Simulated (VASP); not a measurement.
Write the native input for VASP 6.6.1 that does the following.

| Quantity | Value |
| --- | --- |
| Task | single point |
| Functional | PBEsol |
| Potentials or basis | VASP PAW PBE potentials, release 64 (Zn, O_h) |
| Cutoff | 910 eV |
| k mesh | 8 × 8 × 6 |
| Occupations | gaussian, width 0.05 eV |
| Spin | no spin polarisation |
| Dipole correction | no |
| Second run | hard_potentials |
| Further INCAR settings | ALGO = Normal; EDIFF = 1e-06; NBANDS = 26 |

The structure of ZnO lies in POSCAR:

```
ZnO
1.0
    3.2317480164      0.0000000000      0.0000000000
   -1.6158740082      2.7987758809      0.0000000000
    0.0000000000      0.0000000000      5.2111393254
Zn O
2 2
Direct
    0.3333333333      0.6666666667      0.0014489168
    0.6666666667      0.3333333333      0.5014489168
    0.3333333333      0.6666666667      0.3806510832
    0.6666666667      0.3333333333      0.8806510832
```

One way to write it, as run:

INCAR

```
PREC = Accurate ; ENCUT = 910
EDIFF = 1E-6 ; ISMEAR = 0
SIGMA = 0.05 ; LREAL = False
LASPH = True ; NELM = 120
ALGO = Normal ; ISIF = 2
LWAVE = False ; LCHARG = True
GGA = PS ; LELF = True
LVHAR = True ; NBANDS = 26
GGA_COMPAT = False
```

KPOINTS

```
regular mesh
0
Gamma
  8 8 6
```

Potentials or basis: VASP PAW PBE potentials, release 64 (Zn, O_h).

Launch:

```console
$ cat potpaw_PBE.64/Zn/POTCAR potpaw_PBE.64/O_h/POTCAR > POTCAR
$ mpirun -np 1 vasp_std > vasp.out
```

It gave:

- Pressure: 0.6 GPa
- Band gap on the k mesh: 0.69 eV, direct

Caveat: the cutoff is under 1.25 times the usual one of these potentials, so pressure, stress and relaxed cells hold a basis-set (Pulay) error; the PAW data sets were made with another functional, which shifts forces and pressure a little.

It took 44 s on 1 thread of Intel(R) Xeon(R) 6975P-C (Granite Rapids), on a shared host, peak memory 0.27 GiB.
